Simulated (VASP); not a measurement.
# Tc (Pm-3m) in VASP: notebook

The runs below take Tc through single point, with PBE.

Everything below comes from runs of VASP 6.6.1. Logs are shortened: lines on timing, memory, paths and dates and some standing lists are left out, and cuts for length are marked.

## 1. The cell of the first run

Symmetry: Pm-3m, No. 221, cubic system. Conventional cell: a = 2.470 Å, b = 2.470 Å, c = 2.470 Å, α = 90.00°, β = 90.00°, γ = 90.00°. Within 3.3 Å of Tc (site symmetry m-3m) lie 6 Tc at 2.47 Å.

## 2. Single point, PBE

INCAR

```
SYSTEM = Tc
  PREC = Accurate
  ENCUT = 520
  EDIFF = 1E-6
  ISMEAR = -1
  SIGMA = 0.05
  LREAL = .False.
  LASPH = .True.
  NELM = 80
  ALGO = Normal
  ISIF = 2
  LWAVE = .False.
  LCHARG = .True.
  GGA = PE
  LELF = .True.
  LVHAR = .True.
  NBANDS = 12
```

KPOINTS

```
regular mesh
0
Gamma
  8 8 8
  0 0 0
```

POSCAR

```
Tc
1.0
    2.4702884082      0.0000000000      0.0000000000
    0.0000000000      2.4702884082      0.0000000000
    0.0000000000      0.0000000000      2.4702884082
Tc
1
Direct
    0.0000000000      0.0000000000      0.0000000000
```

Potentials or basis: VASP PAW PBE potentials, release 64 (Tc_pv).

Command:

```bash
$ cat potpaw_PBE.64/Tc_pv/POTCAR > POTCAR
$ mpirun -np 1 vasp_std > vasp.out
```

OUTCAR:

```text
SYSTEM = Tc
   PREC = Accurate
   ENCUT = 520
   EDIFF = 1E-6
   ISMEAR = -1
   LREAL = .False.
   LASPH = .True.
   NELM = 80
   ISIF = 2
   GGA = PE

 ion  position               nearest neighbor table
   1  0.000  0.000  0.000-

  LATTYP: Found a simple cubic cell.
 ALAT       =     2.4702884082

  Lattice vectors:

 A1 = (   2.4702884082,   0.0000000000,   0.0000000000)
 A2 = (   0.0000000000,   2.4702884082,   0.0000000000)
 A3 = (   0.0000000000,   0.0000000000,   2.4702884082)

Analysis of symmetry for initial positions (statically):
=====================================================================
 Subroutine PRICEL returns:
 Original cell was already a primitive cell.

 Routine SETGRP: Setting up the symmetry group for a
 simple cubic supercell.

 Subroutine GETGRP returns: Found 48 space group operations
[... 9 lines left out ...]

 Routine SETGRP: Setting up the symmetry group for a
 simple cubic supercell.

 Subroutine GETGRP returns: Found 48 space group operations
[... 11 lines left out ...]
                                     Primitive cell

  volume of cell :      15.0745

  direct lattice vectors                    reciprocal lattice vectors
     2.470288408  0.000000000  0.000000000     0.404811032  0.000000000  0.000000000
     0.000000000  2.470288408  0.000000000     0.000000000  0.404811032  0.000000000
     0.000000000  0.000000000  2.470288408     0.000000000  0.000000000  0.404811032

  length of vectors
     2.470288408  2.470288408  2.470288408     0.404811032  0.404811032  0.404811032

  position of ions in fractional coordinates (direct lattice)
     0.000000000  0.000000000  0.000000000

  ion indices of the primitive-cell ions
   primitive index   ion index
                 1           1

----------------------------------------------------------------------------------------

 KPOINTS: regular mesh

Automatic generation of k-mesh.
 Grid dimensions read from file:
 generate k-points for:    8    8    8

 Generating k-lattice:

  Cartesian coordinates                     Fractional coordinates (reciprocal lattice)
     0.050601379  0.000000000  0.000000000     0.125000000  0.000000000  0.000000000
     0.000000000  0.050601379  0.000000000     0.000000000  0.125000000  0.000000000
     0.000000000  0.000000000  0.050601379     0.000000000  0.000000000  0.125000000

  Length of vectors
     0.050601379  0.050601379  0.050601379

  Shift w.r.t. Gamma in fractional coordinates (k-lattice)
     0.000000000  0.000000000  0.000000000

 Subroutine IBZKPT returns following result:
 ===========================================

 Found     35 irreducible k-points:

 Following reciprocal coordinates:
            Coordinates               Weight
  0.000000  0.000000  0.000000      1.000000
  0.125000  0.000000  0.000000      6.000000
  0.250000  0.000000  0.000000      6.000000
  0.375000  0.000000  0.000000      6.000000
  0.500000  0.000000  0.000000      3.000000
  0.125000  0.125000  0.000000     12.000000
[... 16 lines left out ...]
  0.375000  0.375000  0.125000     24.000000
  0.500000  0.375000  0.125000     24.000000
 [... further k-points ...]
   k-points           NKPTS =     35   k-points in BZ     NKDIM =     35   number of bands    NBANDS=     12
   number of dos      NEDOS =    301   number of ions     NIONS =      1
   total plane-waves  NPLWV =   5832
   dimension x,y,z NGX =    18 NGY =   18 NGZ =   18
   dimension x,y,z NGXF=    36 NGYF=   36 NGZF=   36
   ions per type =               1
   NGX,Y,Z   is equivalent  to a cutoff of  12.11, 12.11, 12.11 a.u.
   NGXF,Y,Z  is equivalent  to a cutoff of  24.23, 24.23, 24.23 a.u.
 SYSTEM =  Tc
   PREC   = accura    normal or accurate (medium, high low for compatibility)
   ISTART =      0    job   : 0-new  1-cont  2-samecut
   ICHARG =      2    charge: 1-file 2-atom 10-const
   ISPIN  =      1    spin polarized calculation?
   LNONCOLLINEAR =      F non collinear calculations
   LSORBIT =      F    spin-orbit coupling
   LASPH  =      T    aspherical Exc in radial PAW
   ENCUT  =  520.0 eV  38.22 Ry    6.18 a.u.   4.59  4.59  4.59*2*pi/ulx,y,z
   NELM   =     80;   NELMIN=  2; NELMDL= -5     # of ELM steps
   EDIFF  = 0.1E-05   stopping-criterion for ELM
   LREAL  =      F    real-space projection
   EDIFFG = 0.1E-04   stopping-criterion for IOM
   NSW    =      0    number of steps for IOM
   IBRION =     -1    ionic relax: 0-MD 1-quasi-New 2-CG
   NFREE  =      0    steps in history (QN), initial steepest desc. (CG)
   ISIF   =      2    stress and relaxation
   ISYM   =      2    0-nonsym 1-usesym 2-fastsym
   POTIM  = 0.5000    time-step for ionic-motion
   TEBEG  =    0.0;   TEEND  =   0.0 temperature during run
   PSTRESS=    0.0 pullay stress
   NELECT =      13.0000    total number of electrons
   NUPDOWN=      -1.0000    fix difference up-down
   EMIN   =  10.00;   EMAX   =-10.00  energy-range for DOS
   EFERMI =   0.00;   METHOD = LEGACY
   ISMEAR =    -1;   SIGMA  =   0.05  broadening in eV -4-tet -1-fermi 0-gaus
   EFERMI_NEDOS =   21; number of points for ismear=-14 and -15
   IALGO  =     38    algorithm
   IMIX   =      4    mixing-type and parameters
     AMIX     =   0.40;   BMIX     =  1.00
     AMIX_MAG =   1.60;   BMIX_MAG =  1.00
  volume/ion in A,a.u.               =      15.07       101.73
  Fermi-wavevector in a.u.,A,eV,Ry     =   1.558266  2.944696 33.037574  2.428193
  Thomas-Fermi vector in A             =   2.661796
   LORBIT       =      0    0 simple, 1 ext, 2 COOP (PROOUT), +10 PAW based schemes
   GGA     = PE    functional components
[... 5 lines left out ...]
 non-spin polarized calculation
  energy-cutoff  :      520.00
  volume of cell :       15.07
 maximum number of plane-waves:       437
   NGX =  9   NGY =  9   NGZ =  9

 number of electron      12.9999995 magnetization

 Free energy of the ion-electron system (eV)
  ---------------------------------------------------
  ext. energy  EPLUGINS =         0.00000000
  ---------------------------------------------------
  free energy    TOTEN  =        -9.25946845 eV

  energy without entropy =       -9.25038622  energy(sigma->0) =       -9.25492734

 E-fermi :  12.2059     XC(G=0): -13.3469

 val. band max:       12.1610304566   @ k =   0.3750   0.3750   0.2500
 cond. band min:      12.2291049982   @ k =   0.5000   0.2500   0.0000
 fundamental gap:      0.0680745416
 Fermi energy:        12.2059339756

 k-point     1 :       0.0000    0.0000    0.0000
  band No.  band energies     occupation
      1     -26.2010      2.00000
      2     -26.2010      2.00000
      3     -26.2010      2.00000
      4       4.9404      2.00000
      5       6.7768      2.00000
      6       6.7768      2.00000
      7      15.2600      0.00000
      8      15.2600      0.00000
      9      15.2600      0.00000
     10      29.0940      0.00000
     11      29.0940      0.00000
     12      29.0940      0.00000

 k-point     2 :       0.1250    0.0000    0.0000
  band No.  band energies     occupation
      1     -26.4613      2.00000
      2     -26.1787      2.00000
      3     -26.1787      2.00000
      4       5.4213      2.00000
      5       6.9012      2.00000
      6       7.3940      2.00000
      7      14.6316      0.00000
      8      14.6316      0.00000
      9      15.3084      0.00000
     10      26.8419      0.00000
     11      30.0648      0.00000
     12      30.0648      0.00000

 k-point     3 :       0.2500    0.0000    0.0000
  band No.  band energies     occupation
      1     -27.0630      2.00000
      2     -26.1246      2.00000
      3     -26.1246      2.00000
      4       6.4111      2.00000
      5       7.2168      2.00000
      6       9.2416      2.00000
      7      13.3553      0.00000
      8      13.3553      0.00000
      9      15.4270      0.00000
     10      23.6056      0.00000
     11      30.7706      0.00000
     12      32.2452      0.00000

 k-point     4 :       0.3750    0.0000    0.0000
  band No.  band energies     occupation
      1     -27.6315      2.00000
      2     -26.0701      2.00000
      3     -26.0701      2.00000
      4       7.4254      2.00000
      5       7.5578      2.00000
      6      11.3191      2.00000
      7      12.2973      0.27707
      8      12.2973      0.27705
      9      15.5486      0.00000
     10      21.7165      0.00000
     11      28.4824      0.00000
     12      34.5090      0.00000

 k-point     5 :       0.5000    0.0000    0.0000
  band No.  band energies     occupation
      1     -27.8584      2.00000
      2     -26.0473      2.00000
      3     -26.0473      2.00000
      4       7.7077      2.00000
      5       7.9238      2.00000
      6      11.9031      1.99533
      7      11.9031      1.99533
      8      12.0884      1.82602
      9      15.5998      0.00000
     10      21.4683      0.00000
     11      27.6752      0.00000
     12      32.8996      0.00000

 k-point     6 :       0.1250    0.1250    0.0000
  band No.  band energies     occupation
      1     -26.4495      2.00000
      2     -26.4243      2.00000
      3     -26.1566      2.00000
      4       5.9006      2.00000
      5       7.3003      2.00000
      6       7.7101      2.00000
      7      13.9748      0.00000
      8      14.5883      0.00000
      9      14.7993      0.00000
     10      27.6217      0.00000
     11      27.7048      0.00000
     12      31.0534      0.00000

 k-point     7 :       0.2500    0.1250    0.0000
  band No.  band energies     occupation
      1     -27.0345      2.00000
      2     -26.3773      2.00000
      3     -26.1030      2.00000
      4       6.8058      2.00000
      5       7.7498      2.00000
      6       9.3142      2.00000
      7      12.8543      0.00000
      8      13.4245      0.00000
      9      14.8560      0.00000
     10      24.3064      0.00000
     11      29.1957      0.00000
     12      31.7686      0.00000

 k-point     8 :       0.3750    0.1250    0.0000
  band No.  band energies     occupation
      1     -27.5988      2.00000
      2     -26.3178      2.00000
      3     -26.0488      2.00000
      4       7.6340      2.00000
      5       8.2719      2.00000
      6      10.0655      2.00000
      7      12.3852      0.05396
      8      13.3364      0.00000
      9      14.9990      0.00000
     10      22.0349      0.00000
     11      28.9843      0.00000
     12      31.6499      0.00000
[... 166 lines left out ...]
 k-point    20 :       0.2500    0.2500    0.1250
  band No.  band energies     occupation
      1     -26.9596      2.00000
      2     -26.9129      2.00000
      3     -26.2961      2.00000
      4       7.8565      2.00000
      5       8.8400      2.00000
      6      10.3186      2.00000
      7      12.0192      1.95334
      8      13.0193      0.00000
      9      13.7142      0.00000
     10      26.0141      0.00000
     11      27.1101      0.00000
     12      31.0983      0.00000

 k-point    21 :       0.3750    0.2500    0.1250
  band No.  band energies     occupation
      1     -27.4877      2.00000
      2     -26.8654      2.00000
      3     -26.2385      2.00000
      4       7.8364      2.00000
      5       9.0003      2.00000
      6      11.1008      2.00000
      7      11.2921      2.00000
      8      13.2649      0.00000
      9      15.5644      0.00000
     10      23.3336      0.00000
     11      28.2432      0.00000
     12      31.2124      0.00000

 k-point    22 :       0.5000    0.2500    0.1250
  band No.  band energies     occupation
      1     -27.7076      2.00000
      2     -26.8364      2.00000
      3     -26.2145      2.00000
      4       7.6584      2.00000
      5       9.2067      2.00000
      6      10.8371      2.00000
      7      11.2391      2.00000
      8      13.4437      0.00000
      9      17.6936      0.00000
     10      21.4616      0.00000
     11      29.1255      0.00000
     12      31.2609      0.00000

 k-point    23 :       0.3750    0.3750    0.1250
  band No.  band energies     occupation
      1     -27.4181      2.00000
      2     -27.3961      2.00000
      3     -26.1823      2.00000
      4       6.7641      2.00000
      5       9.4060      2.00000
      6      11.4841      2.00000
      7      11.5588      2.00000
      8      14.4958      0.00000
      9      17.0160      0.00000
     10      22.9050      0.00000
     11      26.7883      0.00000
     12      31.0048      0.00000

 k-point    24 :       0.5000    0.3750    0.1250
  band No.  band energies     occupation
      1     -27.6237      2.00000
      2     -27.3735      2.00000
      3     -26.1588      2.00000
      4       6.3366      2.00000
      5       9.6498      2.00000
      6      11.1225      2.00000
      7      11.6531      1.99997
      8      15.3561      0.00000
      9      19.2714      0.00000
     10      20.9679      0.00000
     11      26.9755      0.00000
     12      30.2014      0.00000

 [... further k-points ...]

------------------------ aborting loop because EDIFF is reached ----------------------------------------

  FORCE on cell =-STRESS in cart. coord.  units (eV):
  Direction    XX          YY          ZZ          XY          YZ          ZX
  --------------------------------------------------------------------------------------
  -------------------------------------------------------------------------------------
  Total        1.8357532      1.8357532      1.8357532      0.0000000      0.0000000     -0.0000000
  in kB      195.1110649    195.1110649    195.1110649      0.0000000      0.0000000     -0.0000000
  external PRESSURE =     195.1110649 kB  Pullay stress =       0.0000000 kB

 VOLUME and BASIS-vectors are now :
 -----------------------------------------------------------------------------
  energy-cutoff  :      520.00
  volume of cell :       15.07
      direct lattice vectors                 reciprocal lattice vectors
     2.470288408  0.000000000  0.000000000     0.404811032  0.000000000  0.000000000
     0.000000000  2.470288408  0.000000000     0.000000000  0.404811032  0.000000000
     0.000000000  0.000000000  2.470288408     0.000000000  0.000000000  0.404811032

 POSITION                                       TOTAL-FORCE (eV/Angst)
 -----------------------------------------------------------------------------------
      0.00000      0.00000      0.00000         0.000000      0.000000      0.000000
 -----------------------------------------------------------------------------------
    total drift:                                0.000000      0.000000      0.000000

  FREE ENERGIE OF THE ION-ELECTRON SYSTEM (eV)
  ---------------------------------------------------
  free  energy   TOTEN  =        -9.2594684535 eV

  energy  without entropy=       -9.2503862172  energy(sigma->0) =       -9.25492734
```

Run time: 6.9 s. Hardware: 1 thread of Intel Xeon Platinum 8259CL at 2.50GHz (Skylake/Cascade Lake), shared host; peak memory 0.11 GiB.

What came out:

* Free energy: -9.2595 eV
* Pressure: 19.5 GPa

Levels at points of the mesh, in eV from the Fermi level:
| k point | band 4 | band 5 | band 6 | band 7 | band 8 | band 9 |
| --- | --- | --- | --- | --- | --- | --- |
| (0.00, 0.00, 0.00) | -7.27 | -5.43 | -5.43 | 3.05 | 3.05 | 3.05 |
| (0.50, 0.00, 0.00) | -4.50 | -4.28 | -0.30 | -0.30 | -0.12 | 3.39 |
| (0.50, 0.50, 0.00) | -6.55 | -3.26 | 0.37 | 0.37 | 5.44 | 6.20 |
| (0.50, 0.50, 0.50) | -4.90 | -4.90 | -4.90 | 5.67 | 5.67 | 8.21 |

(Continued in part 2 of 2.)
